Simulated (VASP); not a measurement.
Wanted: the native input for a VASP 6.6.1 run.

```
Task                   : single point
Functional             : PBE
Potentials or basis    : VASP PAW PBE potentials, release 64 (W_sv, Se)
Cutoff                 : 520 eV
k mesh                 : 6 × 6 × 6, shifted
Occupations            : fermi-dirac, width 0.02 eV
Spin                   : no spin polarisation
Dipole correction      : no
Further INCAR settings : ALGO = Normal; EDIFF = 1e-06; NBANDS = 20
```

The structure of WSe2 lies in POSCAR:

```
WSe2
1.0
    1.6433003578      0.9487599040      6.4972669668
   -1.6433003578      0.9487599040      6.4972669668
    0.0000000000     -1.8975198079      6.4972669668
W Se
1 2
Direct
    0.0000000000      0.0000000000      0.0000000000
    0.2462563275      0.2462563275      0.2462563275
    0.7537436725      0.7537436725      0.7537436725
```

The input as run:

INCAR

```
SYSTEM = WSe2
  ALGO = Normal
  EDIFF = 1E-6
  ENCUT = 520
  GGA = PE
  ISIF = 2
  ISMEAR = -1
  LASPH = .True.
  LCHARG = .False.
  LREAL = .False.
  LWAVE = .False.
  NBANDS = 20
  NELM = 80
  PREC = Accurate
  SIGMA = 0.02
```

KPOINTS

```
Automatic mesh
0
Gamma
  6 6 6
  0.5 0.5 0.5
```

Potentials or basis: VASP PAW PBE potentials, release 64 (W_sv, Se).

Run with:

```sh
$ cat potpaw_PBE.64/W_sv/POTCAR potpaw_PBE.64/Se/POTCAR > POTCAR
$ mpirun -np 1 vasp_std > vasp.out
```

It gave:

The pressure is 3.5 GPa, the largest force is 0.341 eV/Å and the band gap on the k mesh is zero (bands 13 and 14 overlap by 0.38 eV).

Caveat: the k points lie up to 0.37 Å⁻¹ apart; spin-orbit coupling is left out, which moves the levels of the heavy elements.

Wall time 2.6 min on 1 thread of Intel Xeon 8259CL (shared host), peak memory 0.34 GiB.
